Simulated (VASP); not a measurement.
Set up this calculation in VASP 6.6.1, as the native input.

```
Task                   : single point
Functional             : LDA
Potentials or basis    : VASP PAW LDA potentials, release 64 (Si)
Cutoff                 : 520 eV
k mesh                 : 12 × 12 × 12
Occupations            : gaussian, width 0.05 eV
Spin                   : no spin polarisation
Dipole correction      : no
Further INCAR settings : ALGO = Normal; EDIFF = 1e-06; NBANDS = 11
```

The structure of Si lies in POSCAR:

```
Si
1.0
    0.0000000000      2.7154700000      2.5118097500
    2.7154700000      0.0000000000      2.5118097500
    2.7154700000      2.7154700000      0.0000000000
Si
2
Direct
    0.5000000000      0.5000000000      0.5000000000
    0.7500000000      0.7500000000      0.7500000000
```

This cell differs from its parent crystal: strain -0.0750 x Voigt [0, 0, 1, 0, 0, 0].

These files were run (other wordings do the same):

INCAR

```
PREC = Accurate ; ENCUT = 520
EDIFF = 1E-6 ; ISMEAR = 0
SIGMA = 0.05 ; LREAL = F
LASPH = T ; NELM = 60
ALGO = Normal ; ISIF = 2
LWAVE = F ; LCHARG = F
GGA = CA ; NBANDS = 11
```

KPOINTS

```
Automatic mesh
0
Gamma
  12 12 12
```

Potentials or basis: VASP PAW LDA potentials, release 64 (Si).

The run is started by

```console
$ cat potpaw_LDA.64/Si/POTCAR > POTCAR
$ mpirun -np 1 vasp_std > vasp.out
```

It gave:

| Quantity | Value |
| --- | --- |
| Pressure | 6.5 GPa |
| Band gap on the k mesh | zero (band 4 reaches 6.94 eV, above the bottom of band 5 at 6.45 eV) |

Caveat: the cell differs from its parent crystal (strain -0.0750 x Voigt [0, 0, 1, 0, 0, 0]).

It took 29 s on 1 thread of AMD EPYC 9R45 96-Core Processor (Zen 5), with other jobs on the host, peak memory 0.14 GiB.
